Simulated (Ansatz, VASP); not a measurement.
## C in VASP and in Ansatz

POSCAR

```
C
1.0
    1.5254665541      0.8807285256      2.8287948316
   -1.5254665541      0.8807285256      2.8287948316
    0.0000000000     -1.7614570513      2.8287948316
C
2
Direct
    0.2275400000      0.2275400000      0.2275400000
    0.7724600000      0.7724600000      0.7724600000
```

INCAR.step1

```
PREC     = Accurate       # precision mode
ENCUT    = 600            # plane-wave cutoff, eV
ISMEAR   = 0              # smearing method
SIGMA    = 0.1            # smearing width, eV
LREAL    = F              # projectors in reciprocal space
LASPH    = T              # aspherical terms in the spheres
NELM     = 100            # most SCF steps
GGA      = PE             # functional
ALGO     = Normal         # electronic algorithm
EDIFF    = 1E-4           # SCF threshold, eV
LWAVE    = T              # write WAVECAR
LCHARG   = F              # write CHGCAR
```

File INCAR.step2:

```
PREC     = Accurate       # precision mode
ENCUT    = 600            # plane-wave cutoff, eV
EDIFF    = 1E-6           # SCF threshold, eV
ISMEAR   = 0              # smearing method
SIGMA    = 0.1            # smearing width, eV
LREAL    = F              # projectors in reciprocal space
LASPH    = T              # aspherical terms in the spheres
NELM     = 100            # most SCF steps
ALGO     = Normal         # electronic algorithm
ISIF     = 3              # what is computed and relaxed
LWAVE    = F              # write WAVECAR
LCHARG   = F              # write CHGCAR
METAGGA  = R2SCAN         # meta-GGA
LMIXTAU  = T            
IBRION   = 2              # ionic algorithm
NSW      = 90             # ionic steps
EDIFFG   = -0.04          # ionic threshold
ISTART   = 1
```

File KPOINTS:

```
regular mesh
0
Gamma
  6 6 6
```

Input for Ansatz:

```yaml
crystal:
  lattice:
    - [1.5254665541, 0.8807285256, 2.8287948316]
    - [-1.5254665541, 0.8807285256, 2.8287948316]
    - [0.0, -1.7614570513, 2.8287948316]
  atoms:
    - { symbol: C, position: [0.22754, 0.22754, 0.22754] }
    - { symbol: C, position: [0.77246, 0.77246, 0.77246] }
basis:
  ecutwfc: 500
kpoints:
  mp_grid: { grid: [6, 6, 6] }
hamiltonian:
  xc: r2scan
scf:
  occupations: { method: gaussian, width: 0.1 }
  lower_state_search: "off"
output:
  forces: true
  stress: true
  eigenvalues: true
relax:
  adjacent_minimum: "off"
  f_tol: 0.04
  max_steps: 70
  cell: { stress_tol: 0.4 }
```

Alike in both runs: task relaxation of cell and atoms; functional r2SCAN; k mesh 6 × 6 × 6; occupations gaussian, width 0.1 eV; no spin polarisation.

|  | VASP | Ansatz |
| --- | --- | --- |
| version | VASP 6.6.1 | Ansatz 0.2.0 |
| potentials or method | VASP PAW PBE potentials, release 64 (C), cutoff 600 eV | scalar-relativistic, plane waves, PAW |
| valence electrons in the cell | 8 | 8 |

```tsv
	VASP	Ansatz	Ansatz less VASP
gap on the k mesh at the Fermi level, each at its own relaxed structure (eV)	4.35	0.71	-3.645
relaxed volume (Å³/atom)	5.65	8.75	+3.096
relaxed cell length with the largest relative difference (Å)	2.518	3.635	+1.1161
```

VASP's potentials were made for PBE, not for r2SCAN. One of these differences is far larger than is usual between the two programs; its cause wasn't traced.

Noted on VASP's run: the volume moved by over 15 % at a fixed basis, so the end points are rough.
